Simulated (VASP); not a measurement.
# Co (P6_3/mmc) in VASP: settings compared

Co is run at these levels: PBE0, PBE, RPBE+D4; tasks: single point.

Everything below comes from runs of VASP 6.6.1. Logs are shortened: lines on timing, memory, paths and dates and some standing lists are left out, and cuts for length are marked.

## (1) The cell of the first run

The structure is hexagonal, space group P6_3/mmc (No. 194). Conventional cell: a = 2.520 Å, b = 2.520 Å, c = 4.100 Å, α = 90.00°, β = 90.00°, γ = 120.00°. Within 3.3 Å of Co (site symmetry -6m2) lie 12 Co at 2.51 to 2.52 Å.

## (2) Single point, PBE0, collinear spin, ferromagnetic start

Contents of POSCAR:

```
Co
1.0
    2.5204827983      0.0000000000      0.0000000000
   -1.2602413992      2.1828021331      0.0000000000
    0.0000000000      0.0000000000      4.1000100648
Co
2
Direct
    0.6666666667      0.3333333333      0.7500000000
    0.3333333333      0.6666666667      0.2500000000
```

Contents of INCAR.step1:

```
SYSTEM = Co
PREC = Accurate
ENCUT = 520
EDIFF = 1E-5
ISMEAR = -1
SIGMA = 0.05
LREAL = .False.
LASPH = .True.
NELM = 150
ALGO = Normal
ISIF = 2
LWAVE = .True.
LCHARG = .False.
ISPIN = 2
MAGMOM = 2 2
LORBIT = 11
LMAXMIX = 4
GGA = PE
NBANDS = 20
KPAR = 4
```

Contents of INCAR.step2:

```
SYSTEM = Co
PREC = Accurate
ENCUT = 520
EDIFF = 1E-7
ISMEAR = -1
SIGMA = 0.05
LREAL = .False.
LASPH = .True.
NELM = 150
ALGO = Normal
ISIF = 2
LWAVE = .False.
LCHARG = .False.
ISPIN = 2
MAGMOM = 2 2
LORBIT = 11
LMAXMIX = 4
GGA = PE
LHFCALC = .True.
AEXX = 0.25
PRECFOCK = Normal
ISTART = 1
NBANDS = 20
KPAR = 4
```

Contents of KPOINTS:

```
Automatic mesh
0
Gamma
  8 8 4
  0 0 0
```

Potentials or basis: VASP PAW PBE potentials, release 64 (Co).

Launch:

```sh
cat potpaw_PBE.64/Co/POTCAR > POTCAR
cp INCAR.step1 INCAR
mpirun -np 4 vasp_std > vasp.out
cp INCAR.step2 INCAR
mpirun -np 4 vasp_std > vasp.out
```

OUTCAR:

```text
SYSTEM = Co
   PREC = Accurate
   ENCUT = 520
   EDIFF = 1E-7
   ISMEAR = -1
   LREAL = .False.
   LASPH = .True.
   NELM = 150
   ISIF = 2
   ISPIN = 2
   LORBIT = 11
   GGA = PE
   LHFCALC = .True.
   AEXX = 0.25
   PRECFOCK = Normal
   ISTART = 1

 ion  position               nearest neighbor table
   1  0.667  0.333  0.750-   2 2.51   2 2.51   2 2.51   2 2.51   2 2.51   2 2.51
   2  0.333  0.667  0.250-   1 2.51   1 2.51   1 2.51   1 2.51   1 2.51   1 2.51

  LATTYP: Found a hexagonal cell.
 ALAT       =     2.5204827983
 C/A-ratio  =     1.6266764715

  Lattice vectors:

 A1 = (   2.5204827983,   0.0000000000,   0.0000000000)
 A2 = (  -1.2602413992,   2.1828021331,   0.0000000000)
 A3 = (   0.0000000000,   0.0000000000,   4.1000100648)

Analysis of symmetry for initial positions (statically):
=====================================================================
 Subroutine PRICEL returns:
 Original cell was already a primitive cell.

 Routine SETGRP: Setting up the symmetry group for a
 hexagonal supercell.

 Subroutine GETGRP returns: Found 24 space group operations
 (whereof 12 operations were pure point group operations)
 out of a pool of 24 trial point group operations.

The static configuration has the point symmetry D_3d.
 The point group associated with its full space group is D_6h.

Analysis of symmetry for dynamics (positions and initial velocities):
=====================================================================
 Subroutine PRICEL returns:
 Original cell was already a primitive cell.

 Routine SETGRP: Setting up the symmetry group for a
 hexagonal supercell.

 Subroutine GETGRP returns: Found 24 space group operations
 (whereof 12 operations were pure point group operations)
 out of a pool of 24 trial point group operations.

The dynamic configuration has the point symmetry D_3d.
 The point group associated with its full space group is D_6h.

Analysis of structural, dynamic, and magnetic symmetry:
=====================================================================
 Subroutine PRICEL returns:
 Original cell was already a primitive cell.

 Routine SETGRP: Setting up the symmetry group for a
 hexagonal supercell.

 Subroutine GETGRP returns: Found 24 space group operations
 (whereof 12 operations were pure point group operations)
 out of a pool of 24 trial point group operations.

The overall configuration has the point symmetry D_3d.
 The point group associated with its full space group is D_6h.

 Subroutine INISYM returns: Found 24 space group operations
 (whereof 12 operations are pure point group operations),
 and found     1 'primitive' translations

----------------------------------------------------------------------------------------

                                     Primitive cell

  volume of cell :      22.5571

  direct lattice vectors                    reciprocal lattice vectors
     2.520482798  0.000000000  0.000000000     0.396749385  0.229063364  0.000000000
    -1.260241399  2.182802133  0.000000000     0.000000000  0.458126728  0.000000000
     0.000000000  0.000000000  4.100010065     0.000000000  0.000000000  0.243901840

  length of vectors
     2.520482798  2.520482798  4.100010065     0.458126728  0.458126728  0.243901840

  position of ions in fractional coordinates (direct lattice)
     0.666666667  0.333333333  0.750000000
     0.333333333  0.666666667  0.250000000

  ion indices of the primitive-cell ions
   primitive index   ion index
                 1           1
                 2           2

----------------------------------------------------------------------------------------

 KPOINTS: Automatic mesh

Automatic generation of k-mesh.
 Grid dimensions read from file:
 generate k-points for:    8    8    4

 Generating k-lattice:

  Cartesian coordinates                     Fractional coordinates (reciprocal lattice)
     0.049593673  0.028632921  0.000000000     0.125000000  0.000000000  0.000000000
     0.000000000  0.057265841  0.000000000     0.000000000  0.125000000  0.000000000
     0.000000000  0.000000000  0.060975460     0.000000000  0.000000000  0.250000000

  Length of vectors
     0.057265841  0.057265841  0.060975460

  Shift w.r.t. Gamma in fractional coordinates (k-lattice)
     0.000000000  0.000000000  0.000000000

 Subroutine IBZKPT returns following result:
 ===========================================

 Found     30 irreducible k-points:

 Following reciprocal coordinates:
            Coordinates               Weight
  0.000000  0.000000  0.000000      1.000000
  0.125000  0.000000  0.000000      6.000000
  0.250000  0.000000  0.000000      6.000000
  0.375000  0.000000  0.000000      6.000000
  0.500000  0.000000  0.000000      3.000000
  0.125000  0.125000  0.000000      6.000000
[... 16 lines left out ...]
  0.250000  0.000000  0.500000      6.000000
  0.375000  0.000000  0.500000      6.000000
 [... further k-points ...]
   k-points           NKPTS =     30   k-points in BZ     NKDIM =    256   number of bands    NBANDS=     20
   number of dos      NEDOS =    301   number of ions     NIONS =      2
   total plane-waves  NPLWV =  12000
   dimension x,y,z NGX =    20 NGY =   20 NGZ =   30
   dimension x,y,z NGXF=    40 NGYF=   40 NGZF=   60
   ions per type =               2
   NGX,Y,Z   is equivalent  to a cutoff of  13.19, 13.19, 12.16 a.u.
   NGXF,Y,Z  is equivalent  to a cutoff of  26.38, 26.38, 24.33 a.u.
 SYSTEM =  Co
   PREC   = accura    normal or accurate (medium, high low for compatibility)
   ISTART =      1    job   : 0-new  1-cont  2-samecut
   ICHARG =      0    charge: 1-file 2-atom 10-const
   ISPIN  =      2    spin polarized calculation?
   LNONCOLLINEAR =      F non collinear calculations
   LSORBIT =      F    spin-orbit coupling
   LASPH  =      T    aspherical Exc in radial PAW
   ENCUT  =  520.0 eV  38.22 Ry    6.18 a.u.   4.69  4.69  7.62*2*pi/ulx,y,z
   NELM   =    150;   NELMIN=  2; NELMDL=  0     # of ELM steps
   EDIFF  = 0.1E-06   stopping-criterion for ELM
   LREAL  =      F    real-space projection
   EDIFFG = 0.1E-05   stopping-criterion for IOM
   NSW    =      0    number of steps for IOM
   IBRION =     -1    ionic relax: 0-MD 1-quasi-New 2-CG
   NFREE  =      0    steps in history (QN), initial steepest desc. (CG)
   ISIF   =      2    stress and relaxation
   ISYM   =      3    0-nonsym 1-usesym 2-fastsym
   POTIM  = 0.5000    time-step for ionic-motion
   TEBEG  =    0.0;   TEEND  =   0.0 temperature during run
   PSTRESS=    0.0 pullay stress
   NELECT =      18.0000    total number of electrons
   NUPDOWN=      -1.0000    fix difference up-down
   EMIN   =  10.00;   EMAX   =-10.00  energy-range for DOS
   EFERMI =   0.00;   METHOD = LEGACY
   ISMEAR =    -1;   SIGMA  =   0.05  broadening in eV -4-tet -1-fermi 0-gaus
   EFERMI_NEDOS =   21; number of points for ismear=-14 and -15
   IALGO  =     38    algorithm
   IMIX   =      1    mixing-type and parameters
     AMIX     =   0.40;   BMIX     =  1.00
     AMIX_MAG =   1.60;   BMIX_MAG =  1.00
  volume/ion in A,a.u.               =      11.28        76.11
  Fermi-wavevector in a.u.,A,eV,Ry     =   1.518465  2.869482 31.371423  2.305735
  Thomas-Fermi vector in A             =   2.627582
   LORBIT       =     11    0 simple, 1 ext, 2 COOP (PROOUT), +10 PAW based schemes
   GGA     = PE    functional components
   LHFCALC =     T    Hartree Fock is set to
   PRECFOCK=normal    Normal, Fast or Accurate (Low or Medium for compatibility)
   ENCUT4O =  -1.0   cutoff for four orbital integrals eV
   NKREDX  =     1    reduce k-point grid by
   NKREDY  =     1    reduce k-point grid by
   NKREDZ  =     1    reduce k-point grid by
   AEXX    =    0.2500 exact exchange contribution
   HFSCREEN=    0.0000 screening length (either q_TF or 0.3 A-1)
   HFSCREENC=   0.0000 screening length for correlation (either q_TF or 0.3 A-1)
   ENCUTFOCK=  -1.0 apply spherical cutoff to Coloumb kernel
   IVDW    =     0    specifies the selected vdW correction
   LEPSILON=     F    determine dielectric tensor
   LRPA    =     F    only Hartree local field effects (RPA)
 spin polarized calculation
  energy-cutoff  :      520.00
  volume of cell :       22.56
 maximum number of plane-waves:       621
 NGX is ok and might be reduce to    20
  NGX = 16; NGY = 16; NGZ = 24

 number of electron      18.0000006 magnetization       3.5624818

 Free energy of the ion-electron system (eV)
  ---------------------------------------------------
  ext. energy  EPLUGINS =         0.00000000
  ---------------------------------------------------
  free energy    TOTEN  =       -19.71066384 eV

  energy without entropy =      -19.70963904  energy(sigma->0) =      -19.71015144

 E-fermi :   9.7439     XC(G=0): -10.3080

 val. band max:        9.5634023021   @ k =   0.2500   0.2500   0.5000
 cond. band min:      10.0304823518   @ k =   0.5000   0.0000   0.5000
 fundamental gap:      0.4670800497
 Fermi energy:         9.7439282316

 spin component 1

 k-point     1 :       0.0000    0.0000    0.0000
  band No.  band energies     occupation
      1      -0.3589      1.00000
      2       2.2414      1.00000
      3       4.2160      1.00000
      4       4.2700      1.00000
      5       4.2700      1.00000
      6       4.5425      1.00000
[... 12 lines left out ...]
     19      36.8184      0.00000
     20      36.8184      0.00000

 k-point     2 :       0.1250    0.0000    0.0000
  band No.  band energies     occupation
      1       0.2367      1.00000
      2       2.5144      1.00000
      3       3.9453      1.00000
      4       4.4182      1.00000
      5       4.5178      1.00000
      6       4.5765      1.00000
[... 12 lines left out ...]
     19      37.4973      0.00000
     20      40.0828      0.00000
[... 465 lines left out ...]
      3       3.5703      1.00000
      4       3.5703      1.00000
      5       4.6024      1.00000
      6       4.6024      1.00000
[... 12 lines left out ...]
     19      33.6922      0.00000
     20      33.6922      0.00000

 k-point    24 :       0.3750    0.0000    0.5000
  band No.  band energies     occupation
      1       2.4561      1.00000
      2       2.4561      1.00000
      3       3.3434      1.00000
      4       3.3434      1.00000
      5       5.0090      1.00000
      6       5.0090      1.00000
[... 12 lines left out ...]
     19      32.8336      0.00000
     20      32.8336      0.00000

 [... further k-points ...]

 spin component 2

 k-point     1 :       0.0000    0.0000    0.0000
  band No.  band energies     occupation
      1      -1.1080      1.00000
      2       4.3011      1.00000
      3       8.3543      1.00000
      4       8.3948      1.00000
      5       8.4460      1.00000
      6       8.4460      1.00000
[... 12 lines left out ...]
     19      37.1289      0.00000
     20      37.1289      0.00000

 k-point     2 :       0.1250    0.0000    0.0000
  band No.  band energies     occupation
      1      -0.5128      1.00000
      2       4.7288      1.00000
      3       7.5458      1.00000
      4       7.8180      1.00000
      5       8.5348      1.00000
      6       8.9356      1.00000
[... 12 lines left out ...]
     19      37.0386      0.00000
     20      40.3667      0.00000
[... 465 lines left out ...]
      3       6.9709      1.00000
      4       6.9709      1.00000
      5       7.9671      1.00000
      6       7.9671      1.00000
[... 12 lines left out ...]
     19      33.5951      0.00000
     20      33.5951      0.00000

 k-point    24 :       0.3750    0.0000    0.5000
  band No.  band energies     occupation
      1       4.3373      1.00000
      2       4.3373      1.00000
      3       6.6388      1.00000
      4       6.6388      1.00000
      5       8.6731      1.00000
      6       8.6731      1.00000
[... 12 lines left out ...]
     19      32.9825      0.00000
     20      32.9825      0.00000

 [... further k-points ...]

------------------------ aborting loop because EDIFF is reached ----------------------------------------

  FORCE on cell =-STRESS in cart. coord.  units (eV):
  Direction    XX          YY          ZZ          XY          YZ          ZX
  --------------------------------------------------------------------------------------
  -------------------------------------------------------------------------------------
  Total       -1.7177269     -1.7177269     -1.7227434      0.0000000      0.0000000      0.0000000
  in kB     -122.0061335   -122.0061335   -122.3624470      0.0000000      0.0000000      0.0000000
  external PRESSURE =    -122.1249046 kB  Pullay stress =       0.0000000 kB

 VOLUME and BASIS-vectors are now :
 -----------------------------------------------------------------------------
  energy-cutoff  :      520.00
  volume of cell :       22.56
      direct lattice vectors                 reciprocal lattice vectors
     2.520482798  0.000000000  0.000000000     0.396749385  0.229063364  0.000000000
    -1.260241399  2.182802133  0.000000000     0.000000000  0.458126728  0.000000000
     0.000000000  0.000000000  4.100010065     0.000000000  0.000000000  0.243901840

 POSITION                                       TOTAL-FORCE (eV/Angst)
 -----------------------------------------------------------------------------------
      1.26024      0.72760      3.07501         0.000000     -0.000000     -0.000000
     -0.00000      1.45520      1.02500        -0.000000      0.000000      0.000000
 -----------------------------------------------------------------------------------
    total drift:                               -0.000000     -0.000000     -0.000000

  FREE ENERGIE OF THE ION-ELECTRON SYSTEM (eV)
  ---------------------------------------------------
  free  energy   TOTEN  =       -19.7106638439 eV

  energy  without entropy=      -19.7096390353  energy(sigma->0) =      -19.71015144

 total charge

# of ion       s       p       d       tot
------------------------------------------
    1        0.473   0.502   7.249   8.225
    2        0.473   0.502   7.249   8.225
--------------------------------------------------
tot          0.946   1.004  14.498  16.449

 magnetization (x)

# of ion       s       p       d       tot
------------------------------------------
    1       -0.036  -0.138   2.044   1.870
    2       -0.036  -0.138   2.044   1.870
--------------------------------------------------
tot         -0.073  -0.276   4.089   3.740
```

Run time: 51 min. Hardware: 4 MPI ranks of Intel Xeon Platinum 8375C at 2.90GHz (Ice Lake), shared host; peak memory 0.17 GiB.

Results:

```yaml
Free_energy: -19.7107 eV
Pressure: -12.2 GPa
Net_moment: 3.56 μB per cell
Site_moments: Co +1.87 μB
Valence_electrons_inside_the_program's_atomic_spheres: Co 8.22
```

Levels at points of the mesh, in eV from the Fermi level:
Spin up:
```
           k point  band 7  band 8  band 9  band 10  band 11  band 12  band 13  band 14  band 15  band 16
(0.00, 0.00, 0.00)   -5.20   -4.89   -4.89    -3.77    -3.77    -0.26     6.52    23.34    25.79    25.79
(0.50, 0.00, 0.00)   -4.66   -3.62   -3.58    -3.48     1.04     3.41    10.49    11.25    13.43    14.83
(0.00, 0.00, 0.50)   -5.40   -5.40   -4.13    -4.13    -4.13    -4.13    15.82    15.82    24.08    24.08
(0.50, 0.00, 0.50)   -3.80   -3.80   -3.51    -3.51     2.00     2.00     7.68     7.68    19.51    19.51
```
Spin down:
| k point | band 3 | band 4 | band 5 | band 6 | band 7 | band 8 | band 9 | band 10 | band 11 | band 12 |
| --- | --- | --- | --- | --- | --- | --- | --- | --- | --- | --- |
| (0.00, 0.00, 0.00) | -1.39 | -1.35 | -1.30 | -1.30 | -0.97 | -0.97 | -0.23 | -0.23 | 2.23 | 2.23 |
| (0.50, 0.00, 0.00) | -4.23 | -2.87 | -1.63 | -1.59 | -1.02 | 2.47 | 2.58 | 2.63 | 3.68 | 5.32 |
| (0.00, 0.00, 0.50) | -2.15 | -2.15 | -1.55 | -1.55 | -1.55 | -1.55 | 1.85 | 1.85 | 1.85 | 1.85 |
| (0.50, 0.00, 0.50) | -3.23 | -3.23 | 0.29 | 0.29 | 0.64 | 0.64 | 2.55 | 2.55 | 3.09 | 3.09 |

Caveat: the k points lie up to 0.38 Å⁻¹ apart; the PAW data sets were made with another functional, which shifts forces and pressure a little.

## (3) Single point, PBE, collinear spin, ferromagnetic start

This run uses another cell than the first one, of 10.64 Å³/atom.

Contents of INCAR:

```
SYSTEM = Co
  PREC = Accurate
  ENCUT = 690
  EDIFF = 1E-6
  ISMEAR = 0
  SIGMA = 0.028000000000000004
  LREAL = .FALSE.
  LASPH = .TRUE.
  NELM = 200
  ALGO = Normal
  ISIF = 2
  LWAVE = .FALSE.
  LCHARG = .TRUE.
  ISPIN = 2
  MAGMOM = 2 2
  LORBIT = 11
  LMAXMIX = 4
  GGA = PE
  LELF = .TRUE.
  LVHAR = .TRUE.
  NBANDS = 28
  GGA_COMPAT = .FALSE.
```

Contents of KPOINTS:

```
regular mesh
0
G
  12 12 7
  0 0 0
```

Contents of POSCAR:

```
Co
1.0
    2.4719999032      0.0000000000      0.0000000000
   -1.2359999516      2.1408147143      0.0000000000
    0.0000000000      0.0000000000      4.0211440800
Co
2
Direct
    0.6666666667      0.3333333333      0.7500000000
    0.3333333333      0.6666666667      0.2500000000
```

Potentials or basis: VASP PAW PBE potentials, release 64 (Co_sv).

Launch:

```sh
cat potpaw_PBE.64/Co_sv/POTCAR > POTCAR
mpirun -np 1 vasp_std > vasp.out
```

Run time: 3.4 min. Hardware: 1 thread of AMD EPYC 7R43 (Zen 3), shared host; peak memory 0.19 GiB.

The run converged. Its results:

```yaml
Free_energy: -14.2341 eV
Pressure: 3.3 GPa
Net_moment: 3.21 μB per cell
Site_moments: Co +1.67 μB
Valence_electrons_inside_the_program's_atomic_spheres: Co 15.07
```

Stress tensor (GPa, compression positive):
```
4.41 0.00 0.00
0.00 4.41 0.00
0.00 0.00 1.15
```

Levels at points of the mesh, in eV from the Fermi level:
Spin up:
| k point | band 16 | band 17 | band 18 | band 19 | band 20 | band 21 | band 22 | band 23 |
| --- | --- | --- | --- | --- | --- | --- | --- | --- |
| (0.00, 0.00, 0.00) | -1.91 | -1.91 | -0.79 | -0.79 | -0.23 | 6.41 | 22.07 | 24.82 |
| (0.50, 0.00, 0.00) | -0.64 | -0.57 | -0.49 | 1.35 | 3.40 | 9.74 | 10.41 | 12.82 |
Spin down:
```csv
k point,band 11,band 12,band 13,band 14,band 15,band 16,band 17,band 18,band 19,band 20
"(0.00, 0.00, 0.00)",-1.04,-0.97,-0.97,-0.60,-0.60,-0.30,-0.14,-0.14,1.10,1.10
"(0.50, 0.00, 0.00)",-3.36,-1.92,-1.12,-1.09,-0.65,1.26,1.36,1.43,2.61,4.39
```

Caveat: the cell stands under pressure.

[end of part 1 of 2]
